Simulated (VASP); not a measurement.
# CsH (P6_3/mmc) in VASP: a series of runs

The runs below take CsH through relaxation of cell and atoms, with LDA, r2SCAN.

Everything below comes from runs of VASP 6.6.1. Logs are shortened: lines on timing, memory, paths and dates and some standing lists are left out, and cuts for length are marked.

## 1. The cell of the first run

It takes space group P6_3/mmc (No. 194, hexagonal). Conventional cell: a = 4.418 Å, b = 4.418 Å, c = 7.894 Å, α = 90.00°, β = 90.00°, γ = 120.00°. Cs (site symmetry -3m) has 6 H at 3.23 Å and 2 Cs at 3.95 Å within 4.2 Å. H (site symmetry -6m2) has 6 Cs at 3.23 Å within 4.2 Å.

## 2. Relaxation of cell and atoms, LDA

Input file INCAR:

```
PREC = Accurate ; ENCUT = 600
EDIFF = 1E-6 ; ISMEAR = -1
SIGMA = 0.02 ; LREAL = F
LASPH = T ; NELM = 100
ALGO = Normal ; ISIF = 3
LWAVE = F ; LCHARG = F
IBRION = 2 ; NSW = 80
EDIFFG = -0.005
```

Input file KPOINTS:

```
regular mesh
0
Gamma
  6 6 4
```

Input file POSCAR:

```
CsH
1.0
    4.4181263056      0.0000000000      0.0000000000
   -2.2090631528      3.8262096178      0.0000000000
    0.0000000000      0.0000000000      7.8938728781
Cs H
2 2
Direct
    0.0000000000      0.0000000000      0.0000000000
    0.0000000000      0.0000000000      0.5000000000
    0.3333333333      0.6666666667      0.2500000000
    0.6666666667      0.3333333333      0.7500000000
```

Potentials or basis: VASP PAW LDA potentials, release 64 (Cs_sv, H).

On the command line:

```console
$ cat potpaw_LDA.64/Cs_sv/POTCAR potpaw_LDA.64/H/POTCAR > POTCAR
$ mpirun -np 1 vasp_std > vasp.out
```

OUTCAR:

```text
PREC = Accurate
   ENCUT = 600
   EDIFF = 1E-6
   ISMEAR = -1
   LREAL = F
   LASPH = T
   NELM = 100
   ISIF = 3
   IBRION = 2
   NSW = 80
   EDIFFG = -0.005

 ion  position               nearest neighbor table
   1  0.000  0.000  0.000-
   2  0.000  0.000  0.500-
   3  0.333  0.667  0.250-
   4  0.667  0.333  0.750-

  LATTYP: Found a hexagonal cell.
 ALAT       =     4.4181263056
 C/A-ratio  =     1.7867014956

  Lattice vectors:

 A1 = (   4.4181263056,   0.0000000000,   0.0000000000)
 A2 = (  -2.2090631528,   3.8262096178,   0.0000000000)
 A3 = (   0.0000000000,   0.0000000000,   7.8938728781)

Analysis of symmetry for initial positions (statically):
=====================================================================
 Subroutine PRICEL returns:
 Original cell was already a primitive cell.

 Routine SETGRP: Setting up the symmetry group for a
 hexagonal supercell.

 Subroutine GETGRP returns: Found 24 space group operations
 (whereof 12 operations were pure point group operations)
 out of a pool of 24 trial point group operations.

The static configuration has the point symmetry D_3d.
 The point group associated with its full space group is D_6h.

Analysis of symmetry for dynamics (positions and initial velocities):
=====================================================================
 Subroutine PRICEL returns:
 Original cell was already a primitive cell.

 Routine SETGRP: Setting up the symmetry group for a
 hexagonal supercell.

 Subroutine GETGRP returns: Found 24 space group operations
 (whereof 12 operations were pure point group operations)
 out of a pool of 24 trial point group operations.

The dynamic configuration has the point symmetry D_3d.
 The point group associated with its full space group is D_6h.

 Subroutine INISYM returns: Found 24 space group operations
 (whereof 12 operations are pure point group operations),
 and found     1 'primitive' translations

----------------------------------------------------------------------------------------

                                     Primitive cell

  volume of cell :     133.4434

  direct lattice vectors                    reciprocal lattice vectors
     4.418126306  0.000000000  0.000000000     0.226340292  0.130677629  0.000000000
    -2.209063153  3.826209618  0.000000000     0.000000000  0.261355258  0.000000000
     0.000000000  0.000000000  7.893872878     0.000000000  0.000000000  0.126680530

  length of vectors
     4.418126306  4.418126306  7.893872878     0.261355258  0.261355258  0.126680530

  position of ions in fractional coordinates (direct lattice)
     0.000000000  0.000000000  0.000000000
     0.000000000  0.000000000  0.500000000
     0.333333333  0.666666667  0.250000000
     0.666666667  0.333333333  0.750000000

  ion indices of the primitive-cell ions
   primitive index   ion index
                 1           1
                 2           2
                 3           3
                 4           4

----------------------------------------------------------------------------------------

 KPOINTS: regular mesh

Automatic generation of k-mesh.
 Grid dimensions read from file:
 generate k-points for:    6    6    4

 Generating k-lattice:

  Cartesian coordinates                     Fractional coordinates (reciprocal lattice)
     0.037723382  0.021779605  0.000000000     0.166666667  0.000000000  0.000000000
     0.000000000  0.043559210  0.000000000     0.000000000  0.166666667  0.000000000
     0.000000000  0.000000000  0.031670133     0.000000000  0.000000000  0.250000000

  Length of vectors
     0.043559210  0.043559210  0.031670133

  Shift w.r.t. Gamma in fractional coordinates (k-lattice)
     0.000000000  0.000000000  0.000000000

 Subroutine IBZKPT returns following result:
 ===========================================

 Found     21 irreducible k-points:

 Following reciprocal coordinates:
            Coordinates               Weight
  0.000000  0.000000  0.000000      1.000000
  0.166667 -0.000000  0.000000      6.000000
  0.333333  0.000000  0.000000      6.000000
  0.500000  0.000000  0.000000      3.000000
  0.166667  0.166667  0.000000      6.000000
  0.333333  0.166667  0.000000     12.000000
[... 13 lines left out ...]
  0.333333  0.166667  0.500000     12.000000
  0.333333  0.333333  0.500000      2.000000
   k-points           NKPTS =     21   k-points in BZ     NKDIM =     21   number of bands    NBANDS=     14
   number of dos      NEDOS =    301   number of ions     NIONS =      4
   total plane-waves  NPLWV =  82944
   dimension x,y,z NGX =    36 NGY =   36 NGZ =   64
   dimension x,y,z NGXF=    72 NGYF=   72 NGZF=  128
   ions per type =               2   2
   NGX,Y,Z   is equivalent  to a cutoff of  13.55, 13.55, 13.48 a.u.
   NGXF,Y,Z  is equivalent  to a cutoff of  27.09, 27.09, 26.96 a.u.
 SYSTEM =  unknown system
   PREC   = accura    normal or accurate (medium, high low for compatibility)
   ISTART =      0    job   : 0-new  1-cont  2-samecut
   ICHARG =      2    charge: 1-file 2-atom 10-const
   ISPIN  =      1    spin polarized calculation?
   LNONCOLLINEAR =      F non collinear calculations
   LSORBIT =      F    spin-orbit coupling
   LASPH  =      T    aspherical Exc in radial PAW
   ENCUT  =  600.0 eV  44.10 Ry    6.64 a.u.   8.82  8.82 15.77*2*pi/ulx,y,z
   NELM   =    100;   NELMIN=  2; NELMDL= -5     # of ELM steps
   EDIFF  = 0.1E-05   stopping-criterion for ELM
   LREAL  =      F    real-space projection
   EDIFFG = -.5E-02   stopping-criterion for IOM
   NSW    =     80    number of steps for IOM
   IBRION =      2    ionic relax: 0-MD 1-quasi-New 2-CG
   NFREE  =      1    steps in history (QN), initial steepest desc. (CG)
   ISIF   =      3    stress and relaxation
   ISYM   =      2    0-nonsym 1-usesym 2-fastsym
   POTIM  = 0.5000    time-step for ionic-motion
   TEBEG  =    0.0;   TEEND  =   0.0 temperature during run
   PSTRESS=    0.0 pullay stress
   NELECT =      20.0000    total number of electrons
   NUPDOWN=      -1.0000    fix difference up-down
   EMIN   =  10.00;   EMAX   =-10.00  energy-range for DOS
   EFERMI =   0.00;   METHOD = LEGACY
   ISMEAR =    -1;   SIGMA  =   0.02  broadening in eV -4-tet -1-fermi 0-gaus
   EFERMI_NEDOS =   21; number of points for ismear=-14 and -15
   IALGO  =     38    algorithm
   IMIX   =      4    mixing-type and parameters
     AMIX     =   0.40;   BMIX     =  1.00
     AMIX_MAG =   1.60;   BMIX_MAG =  1.00
  volume/ion in A,a.u.               =      33.36       225.13
  Fermi-wavevector in a.u.,A,eV,Ry     =   0.869599  1.643304 10.288765  0.756203
  Thomas-Fermi vector in A             =   1.988445
   LORBIT       =      0    0 simple, 1 ext, 2 COOP (PROOUT), +10 PAW based schemes
   GGA     = CA    functional components
   LHFCALC =     F    Hartree Fock is set to
   AEXX    =    0.0000 exact exchange contribution
   IVDW    =     0    specifies the selected vdW correction
   LEPSILON=     F    determine dielectric tensor
   LRPA    =     F    only Hartree local field effects (RPA)
 conjugate gradient relaxation of ions
 non-spin polarized calculation
  energy-cutoff  :      600.00
  volume of cell :      133.44
 maximum number of plane-waves:      4488
 NGX is ok and might be reduce to    36
   NGX = 17   NGY = 17   NGZ = 31

--------------------------------------- Ionic step        1  -------------------------------------------

 number of electron      19.9999995 magnetization

 Free energy of the ion-electron system (eV)
  ---------------------------------------------------
  ext. energy  EPLUGINS =         0.00000000
  ---------------------------------------------------
  free energy    TOTEN  =        -9.65793414 eV

  energy without entropy =       -9.65793414  energy(sigma->0) =       -9.65793414

------------------------ aborting loop because EDIFF is reached ----------------------------------------

  FORCE on cell =-STRESS in cart. coord.  units (eV):
  Direction    XX          YY          ZZ          XY          YZ          ZX
  --------------------------------------------------------------------------------------
  -------------------------------------------------------------------------------------
  Total       -1.1169115     -1.1169115     -1.4042536      0.0000000      0.0000000      0.0000000
  in kB      -13.4101097    -13.4101097    -16.8600597      0.0000000      0.0000000      0.0000000
  external PRESSURE =     -14.5600931 kB  Pullay stress =       0.0000000 kB
[... 251 lines left out ...]
  energy  without entropy=       -9.7572088419  energy(sigma->0) =       -9.75720884

--------------------------------------- Ionic step        8  -------------------------------------------

 number of electron      19.9999999 magnetization

 Free energy of the ion-electron system (eV)
  ---------------------------------------------------
  ext. energy  EPLUGINS =         0.00000000
  ---------------------------------------------------
  free energy    TOTEN  =        -9.75725418 eV

  energy without entropy =       -9.75725418  energy(sigma->0) =       -9.75725418

 E-fermi :   1.1311     XC(G=0):  -7.9900

 val. band max:        0.6991795995   @ k =   0.5000   0.0000   0.0000
 cond. band min:       2.3492258276   @ k =   0.5000   0.0000   0.0000
 fundamental gap:      1.6500462282
 Fermi energy:         1.1310599500

 k-point     1 :       0.0000    0.0000    0.0000
  band No.  band energies     occupation
      1     -21.0048      2.00000
      2     -20.8219      2.00000
      3      -8.7340      2.00000
      4      -7.2877      2.00000
      5      -7.2877      2.00000
      6      -7.1070      2.00000
      7      -7.1070      2.00000
      8      -6.9993      2.00000
      9      -1.4308      2.00000
     10       0.5447      2.00000
     11       2.8875      0.00000
     12       3.8115      0.00000
     13       5.3918      0.00000
     14       5.3918      0.00000
[... 369 lines left out ...]
  FREE ENERGIE OF THE ION-ELECTRON SYSTEM (eV)
  ---------------------------------------------------
  free  energy   TOTEN  =        -9.7572541836 eV

  energy  without entropy=       -9.7572541835  energy(sigma->0) =       -9.75725418

 reached required accuracy - stopping structural energy minimisation
```

It took 1.8 min on 1 thread of AMD EPYC 9R45 (Zen 5), shared host; peak memory 0.22 GiB.

Results:

```
Free energy                           : -9.7573 eV
Relaxed volume                        : 28.50 Å³/atom
Relaxed cell                          : a = 4.179 Å, b = 4.179 Å, c = 7.539 Å, α = 90.00°, β = 90.00°, γ = 120.00°
Space group after relaxing (to 0.1 Å) : P6_3/mmc (No. 194)
Energy gained by relaxing             : 24.8 meV/atom
Ionic steps                           : 8
Pressure after relaxing               : 0.0 GPa
Band gap on the k mesh                : 1.65 eV
```

The path:
```tsv
step	energy change (eV)	largest force (eV/Å)	pressure (GPa)	volume (Å³)
1	0.0000	0.0000	-1.46	133.44
2	-0.0472	0.0000	-1.13	127.67
3	-0.0950	0.0000	-0.25	116.95
4	-0.0964	0.0000	0.01	114.61
5	-0.0964	0.0000	-0.03	114.97
6	-0.0980	0.0000	-0.08	114.67
7	-0.0993	0.0000	-0.01	113.89
8	-0.0993	0.0000	0.02	114.00
```

Final structure:
```
CELL_PARAMETERS angstrom
4.17855 0.00000 0.00000
-2.08927 3.61873 0.00000
0.00000 0.00000 7.53928
ATOMIC_POSITIONS crystal
Cs 0.00000 0.00000 0.00000
Cs 0.00000 0.00000 0.50000
H 0.33333 0.66667 0.25000
H 0.66667 0.33333 0.75000
```

Levels at points of the mesh, in eV from the valence-band top:
| k point | band 8 | band 9 | band 10 | band 11 | band 12 | band 13 |
| --- | --- | --- | --- | --- | --- | --- |
| (0.00, 0.00, 0.00) | -7.70 | -2.13 | -0.15 | 2.19 | 3.11 | 4.69 |
| (0.50, 0.00, 0.00) | -7.56 | -1.62 | 0.00 | 1.65 | 3.11 | 3.63 |
| (0.00, 0.00, 0.50) | -7.90 | -1.22 | -1.22 | 3.31 | 3.31 | 5.12 |
| (0.50, 0.00, 0.50) | -8.15 | -0.89 | -0.89 | 2.45 | 2.45 | 5.22 |

Caveat: spin-orbit coupling is left out, which moves the levels of the heavy elements. A k mesh can miss the band edges.

(Continued in part 2 of 2.)
